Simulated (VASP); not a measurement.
# SiO2 (P4_2/mnm) in VASP: notebook

Runs on SiO2. Level: LDA. Tasks: single point.

Everything below comes from runs of VASP 6.6.1. Logs are shortened: lines on timing, memory, paths and dates and some standing lists are left out, and cuts for length are marked.

## Step 1: The cell of the first run

Symmetry: P4_2/mnm, No. 136, tetragonal system. The conventional cell has a = 4.180 Å, b = 4.180 Å, c = 2.406 Å, α = 90.00°, β = 90.00°, γ = 90.00°. Si (site symmetry mmm) has 6 O at 1.66 to 1.81 Å within 2.2 Å. O (site symmetry m2m) has 3 Si at 1.66 to 1.81 Å within 2.2 Å.

## Step 2: Single point, LDA

File INCAR:

```
SYSTEM = SiO2
PREC = Accurate
ENCUT = 910
EDIFF = 1E-6
ISMEAR = 0
SIGMA = 0.05
LREAL = .FALSE.
LASPH = .TRUE.
NELM = 120
ALGO = Normal
ISIF = 2
LWAVE = .FALSE.
LCHARG = .FALSE.
GGA = CA
NBANDS = 25
GGA_COMPAT = .FALSE.
```

File KPOINTS:

```
regular mesh
0
G
  6 6 8
  0 0 0
```

File POSCAR:

```
SiO2
1.0
    4.1801000000      0.0000000000      0.0000000000
    0.0000000000      4.1801000000      0.0000000000
    0.0000000000      0.0000000000      2.4058000000
Si O
2 4
Direct
    0.5000000000      0.5000000000      0.5000000000
    0.0000000000      0.0000000000      0.0000000000
    0.6944252994      0.6944252994      0.0000000000
    0.1944252994      0.8055747006      0.5000000000
    0.3055747006      0.3055747006      0.0000000000
    0.8055747006      0.1944252994      0.5000000000
```

Potentials or basis: VASP PAW LDA potentials, release 64 (Si, O_h).

Launch:

```sh
$ cat potpaw_LDA.64/Si/POTCAR potpaw_LDA.64/O_h/POTCAR > POTCAR
$ mpirun -np 1 vasp_std > vasp.out
```

OUTCAR:

```text
SYSTEM = SiO2
   PREC = Accurate
   ENCUT = 910
   EDIFF = 1E-6
   ISMEAR = 0
   LREAL = .FALSE.
   LASPH = .TRUE.
   NELM = 120
   ISIF = 2
   GGA = CA

 ion  position               nearest neighbor table
   1  0.500  0.500  0.500-   3 1.66   5 1.66   3 1.66   5 1.66   4 1.81   6 1.81
   2  0.000  0.000  0.000-   4 1.66   6 1.66   4 1.66   6 1.66   5 1.81   3 1.81
   3  0.694  0.694  0.000-   1 1.66   1 1.66   2 1.81
   4  0.194  0.806  0.500-   2 1.66   2 1.66   1 1.81
   5  0.306  0.306  0.000-   1 1.66   1 1.66   2 1.81
   6  0.806  0.194  0.500-   2 1.66   2 1.66   1 1.81

  LATTYP: Found a simple tetragonal cell.
 ALAT       =     4.1801000000
 C/A-ratio  =     0.5755364704

  Lattice vectors:

 A1 = (   4.1801000000,   0.0000000000,   0.0000000000)
 A2 = (   0.0000000000,   4.1801000000,   0.0000000000)
 A3 = (   0.0000000000,   0.0000000000,   2.4058000000)

Analysis of symmetry for initial positions (statically):
=====================================================================
 Subroutine PRICEL returns:
 Original cell was already a primitive cell.

 Routine SETGRP: Setting up the symmetry group for a
 simple tetragonal supercell.

 Subroutine GETGRP returns: Found 16 space group operations
 (whereof  8 operations were pure point group operations)
 out of a pool of 16 trial point group operations.

The static configuration has the point symmetry D_2h.
 The point group associated with its full space group is D_4h.

Analysis of symmetry for dynamics (positions and initial velocities):
=====================================================================
 Subroutine PRICEL returns:
 Original cell was already a primitive cell.

 Routine SETGRP: Setting up the symmetry group for a
 simple tetragonal supercell.

 Subroutine GETGRP returns: Found 16 space group operations
 (whereof  8 operations were pure point group operations)
 out of a pool of 16 trial point group operations.

The dynamic configuration has the point symmetry D_2h.
 The point group associated with its full space group is D_4h.

 Subroutine INISYM returns: Found 16 space group operations
 (whereof  8 operations are pure point group operations),
 and found     1 'primitive' translations

----------------------------------------------------------------------------------------

                                     Primitive cell
[... 95 lines left out ...]
   LSORBIT =      F    spin-orbit coupling
   LASPH  =      T    aspherical Exc in radial PAW
   ENCUT  =  910.0 eV  66.88 Ry    8.18 a.u.  10.28 10.28  5.92*2*pi/ulx,y,z
   NELM   =    120;   NELMIN=  2; NELMDL= -5     # of ELM steps
   EDIFF  = 0.1E-05   stopping-criterion for ELM
   LREAL  =      F    real-space projection
   EDIFFG = 0.1E-04   stopping-criterion for IOM
   NSW    =      0    number of steps for IOM
   IBRION =     -1    ionic relax: 0-MD 1-quasi-New 2-CG
   NFREE  =      0    steps in history (QN), initial steepest desc. (CG)
   ISIF   =      2    stress and relaxation
   ISYM   =      2    0-nonsym 1-usesym 2-fastsym
   POTIM  = 0.5000    time-step for ionic-motion
   TEBEG  =    0.0;   TEEND  =   0.0 temperature during run
   PSTRESS=    0.0 pullay stress
   NELECT =      32.0000    total number of electrons
   NUPDOWN=      -1.0000    fix difference up-down
   EMIN   =  10.00;   EMAX   =-10.00  energy-range for DOS
   EFERMI =   0.00;   METHOD = LEGACY
   ISMEAR =     0;   SIGMA  =   0.05  broadening in eV -4-tet -1-fermi 0-gaus
   EFERMI_NEDOS =   21; number of points for ismear=-14 and -15
   IALGO  =     38    algorithm
   IMIX   =      4    mixing-type and parameters
     AMIX     =   0.40;   BMIX     =  1.00
     AMIX_MAG =   1.60;   BMIX_MAG =  1.00
  volume/ion in A,a.u.               =       7.01        47.28
  Fermi-wavevector in a.u.,A,eV,Ry     =   1.494791  2.824746 30.400868  2.234401
  Thomas-Fermi vector in A             =   2.607019
   LORBIT       =      0    0 simple, 1 ext, 2 COOP (PROOUT), +10 PAW based schemes
   GGA     = CA    functional components
   LHFCALC =     F    Hartree Fock is set to
   AEXX    =    0.0000 exact exchange contribution
   IVDW    =     0    specifies the selected vdW correction
   LEPSILON=     F    determine dielectric tensor
   LRPA    =     F    only Hartree local field effects (RPA)
 non-spin polarized calculation
 Gauss-broadening in eV      SIGMA  =   0.05
  energy-cutoff  :      910.00
  volume of cell :       42.04
 maximum number of plane-waves:      2664
 NGX is ok and might be reduce to    42
   NGX = 21   NGY = 21   NGZ = 11

 number of electron      32.0000000 magnetization

 Free energy of the ion-electron system (eV)
  ---------------------------------------------------
  ext. energy  EPLUGINS =         0.00000000
  ---------------------------------------------------
  free energy    TOTEN  =       -50.81061537 eV

  energy without entropy =      -50.81061537  energy(sigma->0) =      -50.81061537

 E-fermi :  10.2336     XC(G=0): -13.2371

 val. band max:       10.0357252751   @ k =   0.0000   0.0000   0.0000
 cond. band min:      17.6466060920   @ k =   0.0000   0.0000   0.0000
 fundamental gap:      7.6108808168
 Fermi energy:        10.2335602209

 k-point     1 :       0.0000    0.0000    0.0000
  band No.  band energies     occupation
      1     -13.4504      2.00000
      2      -9.4485      2.00000
      3      -9.4485      2.00000
      4      -9.3866      2.00000
      5      -1.4146      2.00000
      6       2.4944      2.00000
[... 661 lines left out ...]
     24      24.6813      0.00000
     25      25.4038      0.00000

 [... further k-points ...]
[... 5 lines left out ...]
  --------------------------------------------------------------------------------------
  -------------------------------------------------------------------------------------
  Total        5.0149969      5.0149969     25.8615138      0.0000000      0.0000000      0.0000000
  in kB      191.1385950    191.1385950    985.6702810      0.0000000      0.0000000      0.0000000
  external PRESSURE =     455.9824903 kB  Pullay stress =       0.0000000 kB

 VOLUME and BASIS-vectors are now :
 -----------------------------------------------------------------------------
  energy-cutoff  :      910.00
  volume of cell :       42.04
      direct lattice vectors                 reciprocal lattice vectors
     4.180100000  0.000000000  0.000000000     0.239228727  0.000000000  0.000000000
     0.000000000  4.180100000  0.000000000     0.000000000  0.239228727  0.000000000
     0.000000000  0.000000000  2.405800000     0.000000000  0.000000000  0.415662150

 POSITION                                       TOTAL-FORCE (eV/Angst)
 -----------------------------------------------------------------------------------
      2.09005      2.09005      1.20290         0.000000     -0.000000      0.000000
      0.00000      0.00000      0.00000         0.000000     -0.000000      0.000000
      2.90277      2.90277      0.00000         0.318917      0.318917      0.000000
      0.81272      3.36738      1.20290         0.318917     -0.318917     -0.000000
      1.27733      1.27733      0.00000        -0.318917     -0.318917     -0.000000
      3.36738      0.81272      1.20290        -0.318917      0.318917      0.000000
 -----------------------------------------------------------------------------------
    total drift:                                0.000000     -0.000000      0.000000

  FREE ENERGIE OF THE ION-ELECTRON SYSTEM (eV)
  ---------------------------------------------------
  free  energy   TOTEN  =       -50.8106153715 eV

  energy  without entropy=      -50.8106153715  energy(sigma->0) =      -50.81061537
```

OSZICAR:

```text
N       E                     dE             d eps       ncg     rms          rms(c)
DAV:   1     0.252228765401E+03    0.25223E+03   -0.24950E+04  2500   0.197E+03
DAV:   2    -0.377915901742E+02   -0.29002E+03   -0.27036E+03  3536   0.370E+02
DAV:   3    -0.557875830541E+02   -0.17996E+02   -0.17860E+02  3362   0.918E+01
DAV:   4    -0.559876297387E+02   -0.20005E+00   -0.19975E+00  3144   0.102E+01
DAV:   5    -0.559910213973E+02   -0.33917E-02   -0.33891E-02  3313   0.128E+00    0.212E+01
DAV:   6    -0.509653319172E+02    0.50257E+01   -0.12868E+01  3297   0.247E+01    0.105E+01
DAV:   7    -0.508519996503E+02    0.11333E+00   -0.91120E-01  3248   0.582E+00    0.346E+00
DAV:   8    -0.508160095970E+02    0.35990E-01   -0.39808E-02  3204   0.202E+00    0.117E+00
DAV:   9    -0.508106393381E+02    0.53703E-02   -0.73627E-03  3308   0.735E-01    0.199E-01
DAV:  10    -0.508106193891E+02    0.19949E-04   -0.66999E-04  3171   0.197E-01    0.594E-02
DAV:  11    -0.508106164297E+02    0.29593E-05   -0.40722E-05  3315   0.497E-02    0.350E-02
DAV:  12    -0.508106152964E+02    0.11334E-05   -0.49309E-06  3154   0.162E-02    0.104E-02
DAV:  13    -0.508106153715E+02   -0.75198E-07   -0.63016E-07  2125   0.546E-03
   1 F= -.50810615E+02 E0= -.50810615E+02  d E =-.155568E-10
```

stdout:

```text
POSCAR found type information on POSCAR SiO
 POSCAR found :  2 types and       6 ions
 scaLAPACK will be used
 LDA part: xc-table for (Slater(with rela. corr.)+CA(PZ))
 , standard interpolation
 POSCAR, INCAR and KPOINTS ok, starting setup
 FFT: planning ... GRIDC
 FFT: planning ... GRID_SOFT
 FFT: planning ... GRID
 WAVECAR not read
 entering main loop
```

Run time: 42 s. Hardware: 1 thread of Intel Xeon 6975P-C (Granite Rapids), shared host; peak memory 0.22 GiB.

What came out:

- Free energy: -50.8106 eV
- Pressure: 45.6 GPa
- Largest force: 0.451 eV/Å
- Band gap on the k mesh: 7.61 eV, direct

Forces in eV/Å, atoms in the order of the input:
```
Si   0.000  0.000  0.000
Si   0.000  0.000  0.000
O    0.319  0.319  0.000
O    0.319 -0.319  0.000
O   -0.319 -0.319  0.000
O   -0.319  0.319  0.000
```

Levels at points of the mesh, in eV from the valence-band top:
```
           k point  band 12  band 13  band 14  band 15  band 16  band 17  band 18  band 19  band 20  band 21
(0.00, 0.00, 0.00)    -2.59    -1.82    -1.02    -1.02     0.00     7.61     8.78    10.79    10.79    11.01
(0.50, 0.00, 0.00)    -3.57    -2.15    -2.15    -1.27    -1.27     9.78     9.78    10.68    10.68    11.61
(0.50, 0.50, 0.00)    -2.95    -2.68    -2.68    -2.64    -2.64     9.53     9.53    11.59    11.59    13.41
(0.00, 0.00, 0.50)    -5.11    -3.17    -3.17    -2.99    -2.99    10.15    10.15    12.97    12.97    13.31
(0.50, 0.00, 0.50)    -4.43    -2.64    -2.64    -1.93    -1.93     9.41     9.41    10.02    10.02    12.47
(0.50, 0.50, 0.50)    -5.01    -2.11    -2.11    -1.69    -1.69     7.98     7.98    11.33    11.33    11.42
```

Caveat: the cutoff is under 1.25 times the usual one of these potentials, so pressure, stress and relaxed cells hold a basis-set (Pulay) error. A k mesh can miss the band edges.

[end of part 1 of 2]
